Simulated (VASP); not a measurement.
Wanted: the native input for a VASP 6.6.1 run.

| Item | Value |
| --- | --- |
| Task | single point |
| Functional | PBE |
| Potentials or basis | VASP PAW PBE potentials, release 64 (Ni) |
| Cutoff | 520 eV |
| k mesh | 30 × 30 × 30 |
| Occupations | gaussian, width 0.15 eV |
| Spin | collinear spin, ferromagnetic start |
| Starting moments | [0.64] μB |
| Dipole correction | no |
| Further INCAR settings | ALGO = Normal; EDIFF = 1e-06; NBANDS = 15 |

The structure of Ni lies in POSCAR:

```
Ni
1.0
   -1.4282445983      1.4002398023      1.4282445983
    1.3722350063     -1.4002398023      1.3722350063
    1.4282445983      1.4002398023     -1.4282445983
Ni
1
Direct
    0.0000000000      0.0000000000      0.0000000000
```

This cell differs from its parent crystal: strain -0.0400 x Voigt [0, 0, 0, 0, 1, 0].

These files were run (other wordings do the same):

INCAR

```
SYSTEM = Ni
ALGO = Normal
EDIFF = 1E-6
ENCUT = 520
GGA = PE
ISIF = 2
ISMEAR = 0
ISPIN = 2
KPAR = 4
LASPH = .True.
LCHARG = .True.
LMAXMIX = 4
LORBIT = 11
LREAL = .False.
LVHAR = .True.
LWAVE = .False.
MAGMOM = 0.64
NBANDS = 15
NELM = 150
PREC = Accurate
SIGMA = 0.15
```

KPOINTS

```
k-points
0
Gamma
  30 30 30
  0 0 0
```

Potentials or basis: VASP PAW PBE potentials, release 64 (Ni).

Command:

```bash
$ cat potpaw_PBE.64/Ni/POTCAR > POTCAR
$ mpirun -np 4 vasp_std > vasp.out
```

It gave:

```json
{
  "Pressure": "0.3 GPa",
  "Net moment": "0.55 μB per cell",
  "Site moments": "Ni +0.56 μB",
  "Valence electrons inside the program's atomic spheres": "Ni 9.30"
}
```

Caveat: the cell differs from its parent crystal (strain -0.0400 x Voigt [0, 0, 0, 0, 1, 0]).

It took 4.7 min on 4 MPI ranks on Oxide Virtual Turin-like Processor, with other jobs on the host, peak memory 0.88 GiB a rank.
